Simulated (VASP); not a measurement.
Input of a VASP 6.6.1 run:

File INCAR:

```
SYSTEM = Li
PREC = Accurate
ENCUT = 520
EDIFF = 1E-6
ISMEAR = 0
SIGMA = 0.2
LREAL = .FALSE.
LASPH = .TRUE.
NELM = 100
ALGO = Fast
ISIF = 2
LWAVE = .FALSE.
LCHARG = .FALSE.
GGA = PE
NBANDS = 18
```

The input KPOINTS:

```
regular mesh
0
G
  8 4 4
  0 0 0
```

POSCAR

```
Li
1.0
    1.5745233523     -2.7318865622     -0.0063216587
   -4.4485087636     -2.5798943921     -0.6438286204
   -0.8246482064     -0.4948623271     -7.6115314023
Li
6
Direct
    0.9988977936      0.5450144373      0.3339894893
    0.4985097227      0.0445681189      0.3333798493
    1.0002928576      0.7759829164      0.6669923656
    0.4999277380      0.2761708352      0.6660926597
    0.5010313702      0.5117101285     -0.0007386762
    1.0013405178      1.0132202304      0.0002843123
```

Potentials or basis: VASP PAW PBE potentials, release 64 (Li_sv).

Command:

```sh
$ cat potpaw_PBE.64/Li_sv/POTCAR > POTCAR
$ mpirun -np 1 vasp_std > vasp.out
```

Question: Predict the largest force.

Answer: 0.016 eV/Å.

Question: Predict the band gap on the k mesh.

Answer: Zero (band 9 reaches 1.84 eV, above the bottom of band 10 at -0.93 eV).

Forces on the atoms (eV/Å):
```
Li   0.004  0.003  0.012
Li  -0.002 -0.002 -0.004
Li  -0.003 -0.001  0.004
Li   0.000 -0.001 -0.007
Li  -0.009 -0.006 -0.012
Li   0.010  0.007  0.008
```
